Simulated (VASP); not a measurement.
# TaN in VASP: further runs

TaN is run at these levels: PBE; tasks: single point.

Program: VASP 6.6.1. These are calculated values, not measurements. Logs are shortened: lines on timing, memory, paths and dates and some standing lists are left out, and cuts for length are marked.

### Step 1. The cell of the first run

The typed cell holds 8 atoms: a = 6.243 Å, b = 6.243 Å, c = 3.119 Å, α = 60.06°, β = 119.94°, γ = 120.00°.

### Step 2. Single point, PBE

The input, INCAR:

```
ALGO     = Fast           # electronic algorithm
EDIFF    = 1E-6           # SCF threshold, eV
ENCUT    = 520            # plane-wave cutoff, eV
GGA      = PE             # functional
ISIF     = 2              # what is computed and relaxed
ISMEAR   = 0              # smearing method
LASPH    = T              # aspherical terms in the spheres
LCHARG   = T              # write CHGCAR
LELF     = T              # ELF
LREAL    = F              # projectors in reciprocal space
LVHAR    = T            
LWAVE    = F              # write WAVECAR
NBANDS   = 42             # bands
NELM     = 80             # most SCF steps
PREC     = Accurate       # precision mode
SIGMA    = 0.1            # smearing width, eV
```

The input, KPOINTS:

```
k-points
0
Gamma
  6 6 13
```

The input, POSCAR:

```
TaN
1.0
    6.2432718349      0.0000010006      0.0046520162
   -3.1216350508      5.4068325121     -0.0046520163
   -1.5589161670      0.9000406687      2.5475600458
Ta N
4 4
Direct
    0.2500000000      0.2500000000      0.5000000000
    0.7500000000      0.2500000000      0.5000000000
    0.2500000000      0.7500000000      0.5000000000
    0.7500000000      0.7500000000      0.5000000000
    0.0000000000      0.5000000000      0.0000000000
    0.5000000000      0.5000000000      0.0000000000
    0.0000000000      0.0000000000      0.0000000000
    0.5000000000      0.0000000000      0.0000000000
```

Potentials or basis: VASP PAW PBE potentials, release 64 (Ta_pv, N).

Started as:

```sh
$ cat potpaw_PBE.64/Ta_pv/POTCAR potpaw_PBE.64/N/POTCAR > POTCAR
$ mpirun -np 1 vasp_std > vasp.out
```

OUTCAR:

```text
EDIFF = 1E-6
   ENCUT = 520
   GGA = PE
   ISIF = 2
   ISMEAR = 0
   LASPH = T
   LREAL = F
   NELM = 80
   PREC = Accurate

 ion  position               nearest neighbor table
   1  0.250  0.250  0.500-   6 2.21   7 2.21   6 2.21   7 2.21   8 2.21   5 2.21   3 3.12   3 3.12
                             2 3.12   2 3.12   4 3.12   4 3.12   2 3.12   2 3.12   3 3.12   3 3.12
   2  0.750  0.250  0.500-   5 2.21   8 2.21   5 2.21   8 2.21   6 2.21   7 2.21   4 3.12   4 3.12
                             1 3.12   1 3.12   3 3.12   3 3.12   1 3.12   1 3.12   4 3.12   4 3.12
   3  0.250  0.750  0.500-   8 2.21   5 2.21   5 2.21   8 2.21   7 2.21   6 2.21   1 3.12   1 3.12
                             4 3.12   4 3.12   2 3.12   2 3.12   4 3.12   4 3.12   1 3.12   1 3.12
   4  0.750  0.750  0.500-   7 2.21   6 2.21   6 2.21   7 2.21   5 2.21   8 2.21   2 3.12   2 3.12
                             3 3.12   3 3.12   1 3.12   1 3.12   3 3.12   3 3.12   2 3.12   2 3.12
   5  0.000  0.500  0.000-   3 2.21   2 2.21   2 2.21   3 2.21   1 2.21   4 2.21
   6  0.500  0.500  0.000-   4 2.21   1 2.21   1 2.21   4 2.21   3 2.21   2 2.21
   7  0.000  0.000  0.000-   1 2.21   4 2.21   1 2.21   4 2.21   2 2.21   3 2.21
   8  0.500  0.000  0.000-   2 2.21   3 2.21   2 2.21   3 2.21   4 2.21   1 2.21

  LATTYP: Found a base centered monoclinic cell.
 ALAT       =     8.8368395318
 B/A-ratio  =     0.7065052551
 C/A-ratio  =     0.3529940411
 COS(beta)  =    -0.0006870835

  Lattice vectors:

 A1 = (  -1.5627188838,   4.5067918434,  -2.5522120621)
 A2 = (  -4.6843556679,  -0.9000416693,  -2.5522120620)
 A3 = (  -1.5589161670,   0.9000406687,   2.5475600458)

Analysis of symmetry for initial positions (statically):
=====================================================================
 Subroutine PRICEL returns following result:

  LATTYP: Found a base centered monoclinic cell.
 ALAT       =     5.4068335127
 B/A-ratio  =     0.5773502692
 C/A-ratio  =     0.5769276397
 COS(beta)  =    -0.5763661607

  Lattice vectors:

 A1 = (   1.5608175254,  -2.7034162561,   0.0023260081)
 A2 = (   3.1216359175,   0.0000005003,   0.0023260081)
 A3 = (  -1.5589161670,   0.9000406687,   2.5475600458)

   4 primitive cells build up your supercell.

 Routine SETGRP: Setting up the symmetry group for a
 base centered monoclinic supercell.

 Subroutine GETGRP returns: Found  4 space group operations
 (whereof  4 operations were pure point group operations)
 out of a pool of  4 trial point group operations.

The static configuration has the point symmetry C_2h.

Analysis of symmetry for dynamics (positions and initial velocities):
=====================================================================
 Subroutine PRICEL returns following result:

  LATTYP: Found a base centered monoclinic cell.
 ALAT       =     5.4068335127
 B/A-ratio  =     0.5773502692
 C/A-ratio  =     0.5769276397
 COS(beta)  =    -0.5763661607

  Lattice vectors:

 A1 = (   1.5608175254,  -2.7034162561,   0.0023260081)
 A2 = (   3.1216359175,   0.0000005003,   0.0023260081)
 A3 = (  -1.5589161670,   0.9000406687,   2.5475600458)

   4 primitive cells build up your supercell.

 Routine SETGRP: Setting up the symmetry group for a
 base centered monoclinic supercell.

 Subroutine GETGRP returns: Found  4 space group operations
 (whereof  4 operations were pure point group operations)
 out of a pool of  4 trial point group operations.

The dynamic configuration has the point symmetry C_2h.

 Subroutine INISYM returns: Found  4 space group operations
 (whereof  4 operations are pure point group operations),
 and found     4 'primitive' translations

----------------------------------------------------------------------------------------

                                     Primitive cell

  volume of cell :      21.5121

  direct lattice vectors                    reciprocal lattice vectors
     1.560817525 -2.703416256  0.002326008    -0.000097258 -0.369846120  0.130605335
     3.121635917  0.000000500  0.002326008     0.320247506  0.185007288  0.130605335
    -1.558916167  0.900040669  2.547560046    -0.000292308  0.000168764  0.392293961

  length of vectors
     3.121636784  3.121636784  3.119351697     0.392229417  0.392229417  0.392294106

  position of ions in fractional coordinates (direct lattice)
     0.500000000  0.500000000  0.500000000
     0.000000000  0.000000000  1.000000000

  ion indices of the primitive-cell ions
   primitive index   ion index
                 1           1
                 2           5

----------------------------------------------------------------------------------------

 KPOINTS: k-points

Automatic generation of k-mesh.
 Grid dimensions read from file:
 generate k-points for:    6    6   13

 Generating k-lattice:

  Cartesian coordinates                     Fractional coordinates (reciprocal lattice)
     0.026687292  0.015417274  0.010883778     0.166666667  0.000000000  0.000000000
     0.000008105  0.030820510 -0.010883778    -0.000000000  0.166666667  0.000000000
    -0.000022485  0.000012982  0.030176459     0.000000000  0.000000000  0.076923077

  Length of vectors
     0.032685785  0.032685785  0.030176470

  Shift w.r.t. Gamma in fractional coordinates (k-lattice)
     0.000000000  0.000000000  0.000000000

 Subroutine IBZKPT returns following result:
 ===========================================

 Found    139 irreducible k-points:

 Following reciprocal coordinates:
            Coordinates               Weight
  0.000000  0.000000  0.000000      1.000000
  0.166667  0.000000 -0.000000      4.000000
  0.333333  0.000000  0.000000      4.000000
  0.500000  0.000000 -0.000000      2.000000
  0.166667  0.166667 -0.000000      2.000000
  0.333333  0.166667  0.000000      4.000000
[... 16 lines left out ...]
 -0.333333  0.166667  0.076923      4.000000
 -0.166667  0.166667  0.076923      2.000000
 [... further k-points ...]
   k-points           NKPTS =    139   k-points in BZ     NKDIM =    139   number of bands    NBANDS=     42
   number of dos      NEDOS =    301   number of ions     NIONS =      8
   total plane-waves  NPLWV =  55296
   dimension x,y,z NGX =    48 NGY =   48 NGZ =   24
   dimension x,y,z NGXF=    96 NGYF=   96 NGZF=   48
   ions per type =               4   4
   NGX,Y,Z   is equivalent  to a cutoff of  12.78, 12.78, 12.79 a.u.
   NGXF,Y,Z  is equivalent  to a cutoff of  25.56, 25.56, 25.58 a.u.
 SYSTEM =  unknown system
   PREC   = accura    normal or accurate (medium, high low for compatibility)
   ISTART =      0    job   : 0-new  1-cont  2-samecut
   ICHARG =      2    charge: 1-file 2-atom 10-const
   ISPIN  =      1    spin polarized calculation?
   LNONCOLLINEAR =      F non collinear calculations
   LSORBIT =      F    spin-orbit coupling
   LASPH  =      T    aspherical Exc in radial PAW
   ENCUT  =  520.0 eV  38.22 Ry    6.18 a.u.  11.61 11.61  5.80*2*pi/ulx,y,z
   NELM   =     80;   NELMIN=  2; NELMDL= -5     # of ELM steps
   EDIFF  = 0.1E-05   stopping-criterion for ELM
   LREAL  =      F    real-space projection
   EDIFFG = 0.1E-04   stopping-criterion for IOM
   NSW    =      0    number of steps for IOM
   IBRION =     -1    ionic relax: 0-MD 1-quasi-New 2-CG
   NFREE  =      0    steps in history (QN), initial steepest desc. (CG)
   ISIF   =      2    stress and relaxation
   ISYM   =      2    0-nonsym 1-usesym 2-fastsym
   POTIM  = 0.5000    time-step for ionic-motion
   TEBEG  =    0.0;   TEEND  =   0.0 temperature during run
   PSTRESS=    0.0 pullay stress
   NELECT =      64.0000    total number of electrons
   NUPDOWN=      -1.0000    fix difference up-down
   EMIN   =  10.00;   EMAX   =-10.00  energy-range for DOS
   EFERMI =   0.00;   METHOD = LEGACY
   ISMEAR =     0;   SIGMA  =   0.10  broadening in eV -4-tet -1-fermi 0-gaus
   EFERMI_NEDOS =   21; number of points for ismear=-14 and -15
   IALGO  =     68    algorithm
   IMIX   =      4    mixing-type and parameters
     AMIX     =   0.40;   BMIX     =  1.00
     AMIX_MAG =   1.60;   BMIX_MAG =  1.00
  volume/ion in A,a.u.               =      10.76        72.59
  Fermi-wavevector in a.u.,A,eV,Ry     =   1.483270  2.802974 29.934052  2.200091
  Thomas-Fermi vector in A             =   2.596953
   LORBIT       =      0    0 simple, 1 ext, 2 COOP (PROOUT), +10 PAW based schemes
   GGA     = PE    functional components
   LHFCALC =     F    Hartree Fock is set to
   AEXX    =    0.0000 exact exchange contribution
   IVDW    =     0    specifies the selected vdW correction
   LEPSILON=     F    determine dielectric tensor
   LRPA    =     F    only Hartree local field effects (RPA)
 non-spin polarized calculation
 RMM-DIIS sequential band-by-band and
 Gauss-broadening in eV      SIGMA  =   0.10
  energy-cutoff  :      520.00
  volume of cell :       86.05
 maximum number of plane-waves:      2340
 NGX is ok and might be reduce to    48
   NGX = 23   NGY = 23   NGZ = 11

 number of electron      64.0000013 magnetization

 Free energy of the ion-electron system (eV)
  ---------------------------------------------------
  ext. energy  EPLUGINS =         0.00000000
  ---------------------------------------------------
  free energy    TOTEN  =       -87.31631229 eV

  energy without entropy =      -87.29964422  energy(sigma->0) =      -87.30797825

 E-fermi :   9.3745     XC(G=0): -13.3736

 val. band max:        9.3726986109   @ k =  -0.3333   0.1667   0.4615
 cond. band min:       9.3789669328   @ k =   0.3333   0.1667   0.0769
 fundamental gap:      0.0062683219
 Fermi energy:         9.3745056053

 k-point     1 :       0.0000    0.0000    0.0000
  band No.  band energies     occupation
      1     -27.2005      2.00000
      2     -27.2005      2.00000
      3     -27.0804      2.00000
      4     -26.6569      2.00000
      5     -26.6543      2.00000
      6     -26.4678      2.00000
[... 34 lines left out ...]
     41      11.3698      0.00000
     42      13.1322      0.00000
[... 994 lines left out ...]
      2     -27.1754      2.00000
      3     -27.0588      2.00000
      4     -26.6701      2.00000
      5     -26.6447      2.00000
      6     -26.4956      2.00000
[... 34 lines left out ...]
     41      11.4022      0.00000
     42      11.8071      0.00000

 [... further k-points ...]

------------------------ aborting loop because EDIFF is reached ----------------------------------------

  FORCE on cell =-STRESS in cart. coord.  units (eV):
  Direction    XX          YY          ZZ          XY          YZ          ZX
  --------------------------------------------------------------------------------------
  -------------------------------------------------------------------------------------
  Total        0.7256566      0.9126077      0.4171987      0.1619044     -0.0047295      0.0081916
  in kB       13.5113309     16.9922594      7.7680128      3.0145725     -0.0880599      0.1525236
  external PRESSURE =      12.7572010 kB  Pullay stress =       0.0000000 kB

 VOLUME and BASIS-vectors are now :
 -----------------------------------------------------------------------------
  energy-cutoff  :      520.00
  volume of cell :       86.05
      direct lattice vectors                 reciprocal lattice vectors
     6.243271835  0.000001001  0.004652016     0.160123753  0.092503644  0.065302667
    -3.121635051  5.406832512 -0.004652016     0.000048629  0.184923060 -0.065302667
    -1.558916167  0.900040669  2.547560046    -0.000292308  0.000168764  0.392293961

 POSITION                                       TOTAL-FORCE (eV/Angst)
 -----------------------------------------------------------------------------------
      0.00095      1.80173      1.27378         0.000000      0.000000     -0.000000
      3.12259      1.80173      1.27611         0.000000     -0.000000     -0.000000
     -1.55987      4.50514      1.27145        -0.000000     -0.000000     -0.000000
      1.56177      4.50515      1.27378         0.000000     -0.000000     -0.000000
     -1.56082      2.70342     -0.00233         0.000000      0.000000      0.000000
      1.56082      2.70342     -0.00000        -0.000000     -0.000000      0.000000
      0.00000      0.00000      0.00000        -0.000000      0.000000      0.000000
      3.12164      0.00000      0.00233        -0.000000     -0.000000     -0.000000
 -----------------------------------------------------------------------------------
    total drift:                               -0.000000      0.000000      0.000000

  FREE ENERGIE OF THE ION-ELECTRON SYSTEM (eV)
  ---------------------------------------------------
  free  energy   TOTEN  =       -87.3163122920 eV

  energy  without entropy=      -87.2996442178  energy(sigma->0) =      -87.30797825
```

It took 21 min on 1 thread of Oxide Virtual Turin-like, shared host; peak memory 0.46 GiB.

Results:

```yaml
Free_energy: -87.3163 eV
Pressure: 1.3 GPa
Band_gap_on_the_k_mesh: zero (bands 32 and 33 overlap by 2.82 eV)
```

Stress tensor (GPa, compression positive):
```
 1.35  0.30  0.02
 0.30  1.70 -0.01
 0.02 -0.01  0.78
```

Levels at points of the mesh, in eV from the Fermi level:
```tsv
k point	band 28	band 29	band 30	band 31	band 32	band 33	band 34	band 35	band 36	band 37
(0.00, 0.00, 0.00)	-3.75	-3.75	-2.04	-2.04	-2.02	0.09	0.11	1.46	1.90	1.90
(0.50, 0.00, 0.00)	-6.18	-1.98	-1.98	-0.73	-0.73	-0.35	-0.35	-0.34	-0.34	2.53
(0.50, 0.50, 0.00)	-4.81	-4.00	-4.00	0.46	0.46	0.68	0.68	1.02	1.06	1.64
```

Caveat: spin-orbit coupling is left out, which moves the levels of the heavy elements.

### Step 3. Single point, PBE

The input, INCAR:

```
PREC = Accurate
ENCUT = 520
EDIFF = 1E-6
ISMEAR = 0
SIGMA = 0.1
LREAL = False
LASPH = True
NELM = 100
ALGO = Fast
ISIF = 2
LWAVE = False
LCHARG = True
GGA = PE
LELF = True
LVHAR = True
NBANDS = 42
```

The input, KPOINTS:

```
regular mesh
0
Gamma
  6 6 13
```

POSCAR: that of step 2 with these lines changed.

```diff
@@ -2,5 +2,5 @@
 1.0
-    6.2432718349      0.0000010006      0.0046520162
-   -3.1216350508      5.4068325121     -0.0046520163
-   -1.5589161670      0.9000406687      2.5475600458
+    6.2432735681      0.0000000000      0.0000000000
+   -3.1216367840      5.4068335127      0.0000000000
+   -1.5608183920      0.9011389188      2.5521201403
 Ta N
```

Potentials or basis: VASP PAW PBE potentials, release 64 (Ta_pv, N).

Started as:

```sh
$ cat potpaw_PBE.64/Ta_pv/POTCAR potpaw_PBE.64/N/POTCAR > POTCAR
$ mpirun -np 1 vasp_std > vasp.out
```

It took 20 min on 1 thread of Oxide Virtual Turin-like, shared host; peak memory 0.46 GiB.

The run converged. Its results:

| Item | Value |
| --- | --- |
| Free energy | -87.3165 eV |
| Pressure | 0.9 GPa |
| Band gap on the k mesh | zero (bands 32 and 33 overlap by 2.82 eV) |

Stress tensor (GPa, compression positive):
```
 1.11  0.12  0.36
 0.12  1.25 -0.21
 0.36 -0.21  0.27
```

Levels at points of the mesh, in eV from the Fermi level:
| k point | band 30 | band 31 | band 32 | band 33 | band 34 | band 35 |
| --- | --- | --- | --- | --- | --- | --- |
| (0.00, 0.00, 0.00) | -2.04 | -2.02 | -2.02 | 0.10 | 0.10 | 1.45 |
| (0.50, 0.00, 0.00) | -1.97 | -0.73 | -0.73 | -0.35 | -0.35 | -0.34 |
| (0.50, 0.50, 0.00) | -3.99 | 0.45 | 0.45 | 0.66 | 0.66 | 1.01 |

Caveat: spin-orbit coupling is left out, which moves the levels of the heavy elements.
